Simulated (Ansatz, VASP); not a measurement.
Na2Os: VASP beside Ansatz

```xyz
6
Lattice="2.7826 0.0000 0.0000 -1.3913 2.4098 0.0000 0.0000 0.0000 16.8748" Properties=species:S:1:pos:R:3 pbc="T T T"
Na    0.0000    1.6065   10.0724
Na    1.3913    0.8033    1.6350
Na    0.0000    1.6065   15.2398
Na    1.3913    0.8033    6.8024
Os    0.0000    1.6065    4.2187
Os    1.3913    0.8033   12.6561
```

Alike in both runs: functional PBE; k mesh 18 × 18 × 4; occupations gaussian, width 0.1 eV; no spin polarisation.

Ansatz relaxed the structure, and its values are those at the end. VASP's run is a single point on that final structure, the one shown.

|  | VASP | Ansatz |
| --- | --- | --- |
| version | VASP 6.6.1 | Ansatz 0.2.0 |
| potentials or method | VASP PAW PBE potentials, release 64 (Na_pv, Os), cutoff 520 eV | scalar-relativistic, plane waves, PAW |
| valence electrons in the cell | 44 | 68 |

Ansatz gave:

| Item | Value |
| --- | --- |
| gap on the k mesh at the Fermi level (eV) | none |
| pressure (GPa) | 0.0 |
| rms of the force components (eV/Å) | 0.000 |

Task: Which values does VASP return?

Result: gap on the k mesh at the Fermi level (eV): none; pressure (GPa): -0.1; rms of the force components (eV/Å): 0.004.

A gap of «none» marks a metal or a gap that the smearing closes. With one functional, cell and mesh, what is left measures potentials, basis and numerics. VASP's potentials hold 44 valence electrons a cell and Ansatz's 68, so a difference there can come from the potentials and not from the codes.

Spin-orbit coupling is off throughout.
